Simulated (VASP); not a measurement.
Set up this calculation in VASP 6.6.1, as the native input.

| Item | Value |
| --- | --- |
| Task | single point |
| Functional | PBEsol |
| Potentials or basis | VASP PAW PBE potentials, release 64 (Os) |
| Cutoff | 520 eV |
| k mesh | 11 × 11 × 6 |
| Occupations | fermi-dirac, width 0.05 eV |
| Spin | no spin polarisation |
| Dipole correction | no |
| Further INCAR settings | ALGO = Fast; EDIFF = 1e-06; NBANDS = 15 |

The structure of Os lies in POSCAR:

```
Os
1.0
    2.7877234178      0.0000000000      0.0000000000
   -1.3938617089      2.4142392985      0.0000000000
    0.0000000000      0.0000000000      4.4044215090
Os
2
Direct
    0.6666666667      0.3333333333      0.7500000000
    0.3333333333      0.6666666667      0.2500000000
```

These files were run (other wordings do the same):

INCAR

```
SYSTEM = Os
ALGO = Fast ; EDIFF = 1E-6
ENCUT = 520 ; GGA = PS
ISIF = 2 ; ISMEAR = -1
LASPH = .TRUE. ; LCHARG = .TRUE.
LELF = .TRUE. ; LREAL = .FALSE.
LVHAR = .TRUE. ; LWAVE = .FALSE.
NBANDS = 15 ; NELM = 80
PREC = Accurate ; SIGMA = 0.05
```

KPOINTS

```
k-points
0
G
  11 11 6
  0 0 0
```

Potentials or basis: VASP PAW PBE potentials, release 64 (Os).

The run is started by

```bash
$ cat potpaw_PBE.64/Os/POTCAR > POTCAR
$ mpirun -np 1 vasp_std > vasp.out
```

Results of the run:

```
Pressure               : -24.0 GPa
Band gap on the k mesh : zero (bands 8 and 9 overlap by 3.55 eV)
```

Caveat: the cell stands under tension; the PAW data sets were made with another functional, which shifts forces and pressure a little; spin-orbit coupling is left out, which moves the levels of the heavy elements.

Wall time 34 s on 1 thread of Intel Xeon 8259CL (shared host), peak memory 0.16 GiB.
